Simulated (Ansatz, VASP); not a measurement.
Ag: VASP beside Ansatz

```xyz
1
Lattice="-1.6494 1.6494 1.6494 1.6494 -1.6494 1.6494 1.6494 1.6494 -1.6494" Properties=species:S:1:pos:R:3 pbc="T T T"
Ag    0.0000    0.0000    0.0000
```

Alike in both runs: task single point; functional HSE06; k mesh 10 × 10 × 10; occupations gaussian, width 0.05 eV; no spin polarisation.

|  | VASP | Ansatz |
| --- | --- | --- |
| version | VASP 6.6.1 | Ansatz 0.2.0 |
| potentials or method | VASP PAW PBE potentials, release 64 (Ag), cutoff 520 eV | scalar-relativistic, plane waves, PAW |
| valence electrons in the cell | 11 | 19 |

VASP gave:

- gap on the k mesh at the Fermi level (eV): none
- pressure (GPa): 0.1

Q: Estimate Ansatz's values.

A: gap on the k mesh at the Fermi level (eV): none; pressure (GPa): 0.0.

A gap of «none» marks a metal or a gap that the smearing closes. VASP's potentials hold 11 valence electrons a cell and Ansatz's 19, so a difference there can come from the potentials and not from the codes. Ansatz's warnings: filled band counts differ across k points, stress exchange threshold loose, stress scf threshold loose.
